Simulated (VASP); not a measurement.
The system is VH2.

```
V H
1.0
     0.00000    2.13550    2.13550
     2.13550    0.00000    2.13550
     2.13550    2.13550    0.00000
V H
1 2
Direct
  0.00000 0.00000 0.00000
  0.25000 0.25000 0.25000
  0.75000 0.75000 0.75000
```

Base run:

- Program: VASP 6.6.1
- Functional: PBEsol
- Potentials or basis: VASP PAW PBE potentials, release 64 (V_sv, H)
- Cutoff: 520 eV
- k mesh: 8 × 8 × 8
- Occupations: fermi-dirac, width 0.1 eV
- Spin: collinear spin, ferromagnetic start
- Starting moments: [1.0, 0.0, 0.0] μB

Its results: pressure -11.9 GPa; net moment 0.00 μB per cell.

Q: The run is repeated on the same cell with these changes: k mesh from 8 × 8 × 8 to 5 × 5 × 5. What comes out?

A: Pressure -11.3 GPa; net moment 0.29 μB per cell; site moments V +0.27; H -0.00 μB.

Caveats: some runs use coarse meshes; the PAW data sets were made with another functional, which shifts forces and pressure a little.
